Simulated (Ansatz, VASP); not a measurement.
One calculation of GaSb, two programs

```
Sb Ga
1.0
     0.00000    3.05900    3.05900
     3.05900    0.00000    3.05900
     3.05900    3.05900    0.00000
Sb Ga
1 1
Direct
  0.75000 0.75000 0.75000
  0.00000 0.00000 0.00000
```

Alike in both runs: task single point; functional PBE; k mesh 8 × 8 × 8; occupations gaussian, width 0.03 eV; no spin polarisation.

|  | VASP | Ansatz |
| --- | --- | --- |
| version | VASP 6.6.1 | Ansatz 0.2.0 |
| potentials or method | VASP PAW PBE potentials, release 64 (Sb, Ga_d), cutoff 520 eV | all-electron LAPW, scalar-relativistic |

|  | VASP | Ansatz | Ansatz less VASP |
| --- | --- | --- | --- |
| gap on the k mesh at the Fermi level (eV) | 0.04 | 0.04 | +0.003 |
| least direct gap on the mesh (eV) | 0.04 | 0.04 | +0.003 |
| pressure (GPa) | 2.4 | 2.3 | -0.07 |

Ansatz ran all-electron here, and VASP with PAW potentials.

Neither program's run includes spin-orbit coupling.
